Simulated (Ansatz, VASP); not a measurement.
**Bi: VASP beside Ansatz**

```
Bi
1.0
     4.53900    0.00000    0.00000
    -2.26950    3.93089    0.00000
     0.00000    0.00000   11.59242
Bi
2
Direct
  0.33333 0.66667 0.25000
  0.66667 0.33333 0.75000
```

Change from the starting cell: zz strain of -2 %, crystal datasets.

Alike in both runs: task electric field gradients; functional PBEsol; k mesh 9 × 9 × 3; occupations fermi-dirac, width 0.08 eV; no spin polarisation.

|  | VASP | Ansatz |
| --- | --- | --- |
| version | VASP 6.6.1 | Ansatz 0.2.0 |
| potentials or method | VASP PAW PBE potentials, release 64 (Bi_d), cutoff 520 eV | all-electron PAW with datasets made for the crystal, scalar-relativistic |

```csv
,VASP,Ansatz,Ansatz less VASP
pressure (GPa),-3.6,-3.5,+0.03
"traceless stress, the component that is largest in VASP (GPa)",3.08,3.08,0.000
size of Vzz on the site where it differs most (V/Å²),218.7,217.0,-1.71
```

VASP's potentials were made for PBE, not for PBEsol. Ansatz ran all-electron here, and VASP with PAW potentials.

Neither program's run includes spin-orbit coupling.
